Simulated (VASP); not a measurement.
Wanted: the native input for a VASP 6.6.1 run.

| Quantity | Value |
| --- | --- |
| Task | single point |
| Functional | r2SCAN |
| Potentials or basis | VASP PAW PBE potentials, release 64 (Sb) |
| Cutoff | 520 eV |
| k mesh | 16 × 16 × 16 |
| Occupations | gaussian, width 0.15 eV |
| Spin | no spin polarisation |
| Dipole correction | no |
| Further INCAR settings | ALGO = Normal; EDIFF = 1e-06; NBANDS = 8 |

Sb:

```xyz
1
Lattice="3.2491 0.0000 0.0000 0.0000 3.2491 0.0000 0.0000 0.0000 2.9891" Properties=species:S:1:pos:R:3 pbc="T T T"
Sb    0.0000    0.0000    0.0000
```

This cell differs from its parent crystal: ratio of the length along z to the lengths across it x 0.92, volume and fractional coordinates fixed.

The input as run:

POSCAR

```
Sb
1.0
    3.2490605637      0.0000000000      0.0000000000
    0.0000000000      3.2490605637      0.0000000000
    0.0000000000      0.0000000000      2.9891357186
Sb
1
Direct
    0.0000000000      0.0000000000      0.0000000000
```

INCAR.step1

```
PREC = Accurate
ENCUT = 520
ISMEAR = 0
SIGMA = 0.15
LREAL = False
LASPH = True
NELM = 100
NBANDS = 8
GGA = PE
ALGO = Normal
EDIFF = 1E-4
LWAVE = True
LCHARG = False
```

INCAR.step2

```
PREC = Accurate
ENCUT = 520
EDIFF = 1E-6
ISMEAR = 0
SIGMA = 0.15
LREAL = False
LASPH = True
NELM = 100
ALGO = Normal
ISIF = 2
LWAVE = False
LCHARG = False
METAGGA = R2SCAN
LMIXTAU = True
NBANDS = 8
ISTART = 1
```

KPOINTS

```
Automatic mesh
0
Gamma
  16 16 16
```

Potentials or basis: VASP PAW PBE potentials, release 64 (Sb).

Run with:

```sh
$ cat potpaw_PBE.64/Sb/POTCAR > POTCAR
$ cp INCAR.step1 INCAR
$ mpirun -np 1 vasp_std > vasp.out
$ cp INCAR.step2 INCAR
$ mpirun -np 1 vasp_std > vasp.out
```

It gave:

```json
{
  "Pressure": "-3.0 GPa"
}
```

Caveat: the PAW data sets were made with another functional, which shifts forces and pressure a little.

Run time: 2.6 min on 1 thread of Intel(R) Xeon(R) Platinum 8259CL CPU @ 2.50GHz (Skylake/Cascade Lake), with other jobs on the host, peak memory 0.22 GiB.
